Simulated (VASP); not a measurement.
Crystal: As3P.

```xyz
8
Lattice="6.1482 0.0000 0.0000 -3.0741 5.3245 0.0000 0.0000 0.0000 4.9349" Properties=species:S:1:pos:R:3 pbc="T T T"
P     0.0000    3.5496    1.2337
P     3.0741    1.7748    3.7011
As    3.0741    3.5461    1.2337
As   -1.5340    4.4353    3.7011
As    1.5401    0.8892    1.2337
As    0.0000    1.7784    3.7011
As    4.6081    0.8892    1.2337
As    1.5340    4.4353    3.7011
```

| Item | Value |
| --- | --- |
| Program | VASP 6.6.1 |
| Task | relaxation of cell and atoms |
| Functional | PBE |
| Potentials or basis | VASP PAW PBE potentials, release 64 (P, As) |
| Cutoff | 600 eV |
| k mesh | 3 × 3 × 4 |
| Occupations | gaussian, width 0.1 eV |
| Spin | no spin polarisation |

At the start: pressure -7.1 GPa; volume 20.19 Å³/atom.

Q: Where does the relaxation end?

A: Over 8 steps the energy falls by 77.5 meV/atom and the volume is 18.14 Å³/atom (-10.2 %); space group P6_3/mmc (No. 194, to 0.1 Å) before and after.

Step by step:
```tsv
step	energy change (eV)	largest force (eV/Å)	pressure (GPa)	volume (Å³)
1	0.0000	0.0717	-7.09	161.55
2	-0.5856	0.1155	2.30	141.39
3	-0.6034	0.1167	0.65	143.89
4	-0.6033	0.1168	0.43	144.23
5	-0.6124	0.0838	-0.13	145.20
6	-0.6129	0.0897	-0.04	145.03
7	-0.6153	0.0752	-0.06	145.05
8	-0.6199	0.0339	-0.07	145.10
```

Final structure:
```yaml
crystal:
  lattice:
    - [5.82711, 0.00000, 0.00000]
    - [-2.91356, 5.04643, 0.00000]
    - [0.00000, 0.00000, 4.93421]
  atoms:
    - { symbol: P, position: [0.33333, 0.66667, 0.25000] }
    - { symbol: P, position: [0.66667, 0.33333, 0.75000] }
    - { symbol: As, position: [0.83043, 0.66087, 0.25000] }
    - { symbol: As, position: [0.16957, 0.83043, 0.75000] }
    - { symbol: As, position: [0.33913, 0.16957, 0.25000] }
    - { symbol: As, position: [0.16957, 0.33913, 0.75000] }
    - { symbol: As, position: [0.83043, 0.16957, 0.25000] }
    - { symbol: As, position: [0.66087, 0.83043, 0.75000] }
```

Caveat: the k points lie up to 0.42 Å⁻¹ apart in the final cell, too coarse for converged energies and pressures of a metal.
